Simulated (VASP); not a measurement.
# AlNi3 (Fm-3m) in VASP: a series of runs

The runs below take AlNi3 through single point, with PBE.

Everything below comes from runs of VASP 6.6.1. Logs are shortened: lines on timing, memory, paths and dates and some standing lists are left out, and cuts for length are marked.

### 1 The cell of the first run

The structure is cubic, space group Fm-3m (No. 225). The conventional cell has a = 5.621 Å, b = 5.621 Å, c = 5.621 Å, α = 90.00°, β = 90.00°, γ = 90.00°. Within 3.2 Å of Al (site symmetry m-3m) lie 14 Ni at 2.43 to 2.81 Å. Ni (site symmetry -43m) has 4 Al at 2.43 Å and 10 Ni at 2.43 to 2.81 Å within 3.2 Å. Within 3.2 Å of Ni (site symmetry m-3m) lie 8 Ni at 2.43 Å and 6 Al at 2.81 Å.

### 2 Single point, PBE

File INCAR:

```
  PREC = Accurate
  ENCUT = 520
  EDIFF = 1E-7
  ISMEAR = 0
  SIGMA = 0.15
  LREAL = F
  LASPH = T
  NELM = 80
  ALGO = Normal
  ISIF = 2
  LWAVE = F
  LCHARG = F
  GGA = PE
  NBANDS = 24
```

File KPOINTS:

```
regular mesh
0
Gamma
  14 14 14
```

File POSCAR:

```
AlNi3
1.0
    0.0000000000      2.8104203556      2.8104203556
    2.8104203556      0.0000000000      2.8104203556
    2.8104203556      2.8104203556      0.0000000000
Al Ni
1 3
Direct
    0.5000000000      0.5000000000      0.5000000000
    0.2500000000      0.2500000000      0.2500000000
    0.0000000000      0.0000000000      0.0000000000
    0.7500000000      0.7500000000      0.7500000000
```

Potentials or basis: VASP PAW PBE potentials, release 64 (Al, Ni).

Command:

```bash
$ cat potpaw_PBE.64/Al/POTCAR potpaw_PBE.64/Ni/POTCAR > POTCAR
$ mpirun -np 1 vasp_std > vasp.out
```

OUTCAR:

```text
PREC = Accurate
   ENCUT = 520
   EDIFF = 1E-7
   ISMEAR = 0
   LREAL = F
   LASPH = T
   NELM = 80
   ISIF = 2
   GGA = PE

 ion  position               nearest neighbor table
   1  0.500  0.500  0.500-   2 2.43   2 2.43   2 2.43   2 2.43   4 2.43   4 2.43   4 2.43   4 2.43
                             3 2.81   3 2.81   3 2.81   3 2.81   3 2.81   3 2.81
   2  0.250  0.250  0.250-   3 2.43   3 2.43   3 2.43   1 2.43   3 2.43   1 2.43   1 2.43   1 2.43
                             4 2.81   4 2.81   4 2.81   4 2.81   4 2.81   4 2.81
   3  0.000  0.000  0.000-   4 2.43   4 2.43   4 2.43   2 2.43   4 2.43   2 2.43   2 2.43   2 2.43
                             1 2.81   1 2.81   1 2.81   1 2.81   1 2.81   1 2.81
   4  0.750  0.750  0.750-   1 2.43   1 2.43   1 2.43   1 2.43   3 2.43   3 2.43   3 2.43   3 2.43
                             2 2.81   2 2.81   2 2.81   2 2.81   2 2.81   2 2.81

  LATTYP: Found a face centered cubic cell.
 ALAT       =     5.6208407112

  Lattice vectors:

 A1 = (   0.0000000000,   2.8104203556,   2.8104203556)
 A2 = (   2.8104203556,   0.0000000000,   2.8104203556)
 A3 = (   2.8104203556,   2.8104203556,   0.0000000000)

Analysis of symmetry for initial positions (statically):
=====================================================================
 Subroutine PRICEL returns:
 Original cell was already a primitive cell.

 Routine SETGRP: Setting up the symmetry group for a
 face centered cubic supercell.

 Subroutine GETGRP returns: Found 48 space group operations
 (whereof 48 operations were pure point group operations)
 out of a pool of 48 trial point group operations.

The static configuration has the point symmetry O_h .

Analysis of symmetry for dynamics (positions and initial velocities):
=====================================================================
 Subroutine PRICEL returns:
 Original cell was already a primitive cell.

 Routine SETGRP: Setting up the symmetry group for a
 face centered cubic supercell.

 Subroutine GETGRP returns: Found 48 space group operations
 (whereof 48 operations were pure point group operations)
 out of a pool of 48 trial point group operations.

The dynamic configuration has the point symmetry O_h .

 Subroutine INISYM returns: Found 48 space group operations
 (whereof 48 operations are pure point group operations),
 and found     1 'primitive' translations

----------------------------------------------------------------------------------------

                                     Primitive cell

  volume of cell :      44.3960

  direct lattice vectors                    reciprocal lattice vectors
     0.000000000  2.810420356  2.810420356    -0.177909329  0.177909329  0.177909329
     2.810420356  0.000000000  2.810420356     0.177909329 -0.177909329  0.177909329
     2.810420356  2.810420356  0.000000000     0.177909329  0.177909329 -0.177909329

  length of vectors
     3.974534583  3.974534583  3.974534583     0.308147997  0.308147997  0.308147997

  position of ions in fractional coordinates (direct lattice)
     0.500000000  0.500000000  0.500000000
     0.250000000  0.250000000  0.250000000
     0.000000000  0.000000000  0.000000000
     0.750000000  0.750000000  0.750000000

  ion indices of the primitive-cell ions
   primitive index   ion index
                 1           1
                 2           2
                 3           3
                 4           4

----------------------------------------------------------------------------------------

 KPOINTS: regular mesh

Automatic generation of k-mesh.
 Grid dimensions read from file:
 generate k-points for:   14   14   14

 Generating k-lattice:

  Cartesian coordinates                     Fractional coordinates (reciprocal lattice)
    -0.012707809  0.012707809  0.012707809     0.071428571  0.000000000  0.000000000
     0.012707809 -0.012707809  0.012707809     0.000000000  0.071428571  0.000000000
     0.012707809  0.012707809 -0.012707809     0.000000000  0.000000000  0.071428571

  Length of vectors
     0.022010571  0.022010571  0.022010571

  Shift w.r.t. Gamma in fractional coordinates (k-lattice)
     0.000000000  0.000000000  0.000000000

 Subroutine IBZKPT returns following result:
 ===========================================

 Found    104 irreducible k-points:

 Following reciprocal coordinates:
            Coordinates               Weight
  0.000000  0.000000  0.000000      1.000000
  0.071429  0.000000  0.000000      8.000000
  0.142857  0.000000  0.000000      8.000000
  0.214286  0.000000  0.000000      8.000000
  0.285714  0.000000  0.000000      8.000000
  0.357143  0.000000  0.000000      8.000000
[... 16 lines left out ...]
  0.214286  0.142857  0.000000     24.000000
  0.285714  0.142857  0.000000     24.000000
 [... further k-points ...]
   k-points           NKPTS =    104   k-points in BZ     NKDIM =    104   number of bands    NBANDS=     24
   number of dos      NEDOS =    301   number of ions     NIONS =      4
   total plane-waves  NPLWV =  27000
   dimension x,y,z NGX =    30 NGY =   30 NGZ =   30
   dimension x,y,z NGXF=    60 NGYF=   60 NGZF=   60
   ions per type =               1   3
   NGX,Y,Z   is equivalent  to a cutoff of  12.55, 12.55, 12.55 a.u.
   NGXF,Y,Z  is equivalent  to a cutoff of  25.10, 25.10, 25.10 a.u.
 SYSTEM =  unknown system
   PREC   = accura    normal or accurate (medium, high low for compatibility)
   ISTART =      0    job   : 0-new  1-cont  2-samecut
   ICHARG =      2    charge: 1-file 2-atom 10-const
   ISPIN  =      1    spin polarized calculation?
   LNONCOLLINEAR =      F non collinear calculations
   LSORBIT =      F    spin-orbit coupling
   LASPH  =      T    aspherical Exc in radial PAW
   ENCUT  =  520.0 eV  38.22 Ry    6.18 a.u.   7.39  7.39  7.39*2*pi/ulx,y,z
   NELM   =     80;   NELMIN=  2; NELMDL= -5     # of ELM steps
   EDIFF  = 0.1E-06   stopping-criterion for ELM
   LREAL  =      F    real-space projection
   EDIFFG = 0.1E-05   stopping-criterion for IOM
   NSW    =      0    number of steps for IOM
   IBRION =     -1    ionic relax: 0-MD 1-quasi-New 2-CG
   NFREE  =      0    steps in history (QN), initial steepest desc. (CG)
   ISIF   =      2    stress and relaxation
   ISYM   =      2    0-nonsym 1-usesym 2-fastsym
   POTIM  = 0.5000    time-step for ionic-motion
   TEBEG  =    0.0;   TEEND  =   0.0 temperature during run
   PSTRESS=    0.0 pullay stress
   NELECT =      33.0000    total number of electrons
   NUPDOWN=      -1.0000    fix difference up-down
   EMIN   =  10.00;   EMAX   =-10.00  energy-range for DOS
   EFERMI =   0.00;   METHOD = LEGACY
   ISMEAR =     0;   SIGMA  =   0.15  broadening in eV -4-tet -1-fermi 0-gaus
   EFERMI_NEDOS =   21; number of points for ismear=-14 and -15
   IALGO  =     38    algorithm
   IMIX   =      4    mixing-type and parameters
     AMIX     =   0.40;   BMIX     =  1.00
     AMIX_MAG =   1.60;   BMIX_MAG =  1.00
  volume/ion in A,a.u.               =      11.10        74.90
  Fermi-wavevector in a.u.,A,eV,Ry     =   1.482967  2.802402 29.921818  2.199192
  Thomas-Fermi vector in A             =   2.596687
   LORBIT       =      0    0 simple, 1 ext, 2 COOP (PROOUT), +10 PAW based schemes
   GGA     = PE    functional components
   LHFCALC =     F    Hartree Fock is set to
   AEXX    =    0.0000 exact exchange contribution
   IVDW    =     0    specifies the selected vdW correction
   LEPSILON=     F    determine dielectric tensor
   LRPA    =     F    only Hartree local field effects (RPA)
 non-spin polarized calculation
 Gauss-broadening in eV      SIGMA  =   0.15
  energy-cutoff  :      520.00
  volume of cell :       44.40
 maximum number of plane-waves:      1243
 NGX is ok and might be reduce to    30
   NGX = 15   NGY = 15   NGZ = 15

 number of electron      33.0000008 magnetization

 Free energy of the ion-electron system (eV)
  ---------------------------------------------------
  ext. energy  EPLUGINS =         0.00000000
  ---------------------------------------------------
  free energy    TOTEN  =       -21.68558766 eV

  energy without entropy =      -21.65389023  energy(sigma->0) =      -21.66973895

 E-fermi :   9.8338     XC(G=0): -12.7647

 val. band max:        9.8285911959   @ k =  -0.2857   0.5000   0.2143
 cond. band min:       9.8504991692   @ k =   0.5000   0.2143   0.0714
 fundamental gap:      0.0219079734
 Fermi energy:         9.8338340389

 k-point     1 :       0.0000    0.0000    0.0000
  band No.  band energies     occupation
      1      -0.2963      2.00000
      2       6.2813      2.00000
      3       6.2813      2.00000
      4       6.3968      2.00000
      5       6.3968      2.00000
      6       6.3968      2.00000
[... 16 lines left out ...]
     23      16.9252      0.00000
     24      18.5266      0.00000

 k-point     2 :       0.0714    0.0000    0.0000
  band No.  band energies     occupation
      1      -0.2208      2.00000
      2       6.2416      2.00000
      3       6.2416      2.00000
      4       6.3554      2.00000
      5       6.4769      2.00000
      6       6.4769      2.00000
[... 16 lines left out ...]
     23      17.3118      0.00000
     24      18.3234      0.00000

 k-point     3 :       0.1429    0.0000    0.0000
  band No.  band energies     occupation
      1       0.0042      2.00000
      2       6.2094      2.00000
      3       6.2094      2.00000
      4       6.2298      2.00000
      5       6.6249      2.00000
      6       6.6249      2.00000
[... 16 lines left out ...]
     23      17.7738      0.00000
     24      18.1268      0.00000

 k-point     4 :       0.2143    0.0000    0.0000
  band No.  band energies     occupation
      1       0.3741      2.00000
      2       5.9862      2.00000
      3       6.2131      2.00000
      4       6.2131      2.00000
      5       6.7954      2.00000
      6       6.7954      2.00000
[... 16 lines left out ...]
     23      17.9318      0.00000
     24      18.4953      0.00000

 k-point     5 :       0.2857    0.0000    0.0000
  band No.  band energies     occupation
      1       0.8803      2.00000
      2       5.5340      2.00000
      3       6.2471      2.00000
      4       6.2471      2.00000
      5       6.9623      2.00000
      6       6.9623      2.00000
[... 16 lines left out ...]
     23      17.9443      0.00000
     24      19.2912      0.00000

 k-point     6 :       0.3571    0.0000    0.0000
  band No.  band energies     occupation
      1       1.5087      2.00000
      2       4.8459      2.00000
      3       6.2966      2.00000
      4       6.2966      2.00000
      5       7.0691      2.00000
      6       7.0933      2.00000
[... 16 lines left out ...]
     23      17.9215      0.00000
     24      20.2718      0.00000
[... 379 lines left out ...]
 k-point    21 :      -0.0714    0.0714    0.0000
  band No.  band energies     occupation
      1      -0.0955      2.00000
      2       6.1738      2.00000
      3       6.1886      2.00000
      4       6.4332      2.00000
      5       6.4678      2.00000
      6       6.5933      2.00000
[... 16 lines left out ...]
     23      17.4572      0.00000
     24      17.5986      0.00000

 k-point    22 :       0.1429    0.1429    0.0000
  band No.  band energies     occupation
      1       0.1036      2.00000
      2       5.8880      2.00000
      3       6.4272      2.00000
      4       6.5402      2.00000
      5       6.5402      2.00000
      6       6.5713      2.00000
[... 16 lines left out ...]
     23      17.2437      0.00000
     24      18.8493      0.00000

 k-point    23 :       0.2143    0.1429    0.0000
  band No.  band energies     occupation
      1       0.3742      2.00000
      2       5.7459      2.00000
      3       6.4578      2.00000
      4       6.4875      2.00000
      5       6.6759      2.00000
      6       6.7232      2.00000
[... 16 lines left out ...]
     23      17.5461      0.00000
     24      19.3885      0.00000

 k-point    24 :       0.2857    0.1429    0.0000
  band No.  band energies     occupation
      1       0.7849      2.00000
      2       5.5776      2.00000
      3       6.3670      2.00000
      4       6.4825      2.00000
      5       6.8434      2.00000
      6       6.8441      2.00000
[... 16 lines left out ...]
     23      17.5255      0.00000
     24      19.5244      0.00000

 [... further k-points ...]
[... 5 lines left out ...]
  --------------------------------------------------------------------------------------
  -------------------------------------------------------------------------------------
  Total        1.4418692      1.4418692      1.4418692      0.0000000      0.0000000      0.0000000
  in kB       52.0346477     52.0346477     52.0346477      0.0000000      0.0000000      0.0000000
  external PRESSURE =      52.0346477 kB  Pullay stress =       0.0000000 kB

 VOLUME and BASIS-vectors are now :
 -----------------------------------------------------------------------------
  energy-cutoff  :      520.00
  volume of cell :       44.40
      direct lattice vectors                 reciprocal lattice vectors
     0.000000000  2.810420356  2.810420356    -0.177909329  0.177909329  0.177909329
     2.810420356  0.000000000  2.810420356     0.177909329 -0.177909329  0.177909329
     2.810420356  2.810420356  0.000000000     0.177909329  0.177909329 -0.177909329

 POSITION                                       TOTAL-FORCE (eV/Angst)
 -----------------------------------------------------------------------------------
      2.81042      2.81042      2.81042         0.000000     -0.000000      0.000000
      1.40521      1.40521      1.40521         0.000000      0.000000      0.000000
      0.00000      0.00000      0.00000         0.000000     -0.000000      0.000000
      4.21563      4.21563      4.21563        -0.000000     -0.000000     -0.000000
 -----------------------------------------------------------------------------------
    total drift:                                0.000000     -0.000000      0.000000

  FREE ENERGIE OF THE ION-ELECTRON SYSTEM (eV)
  ---------------------------------------------------
  free  energy   TOTEN  =       -21.6855876605 eV

  energy  without entropy=      -21.6538902332  energy(sigma->0) =      -21.66973895
```

It took 55 s on 1 thread of Intel Xeon 6975P-C (Granite Rapids), shared host; peak memory 0.23 GiB.

What came out:

```yaml
Free_energy: -21.6856 eV
Pressure: 5.2 GPa
```

Spin polarisation is off, so any magnetic state and its effect on volume and gap are missing.

(Part 1 of 2 ends here.)
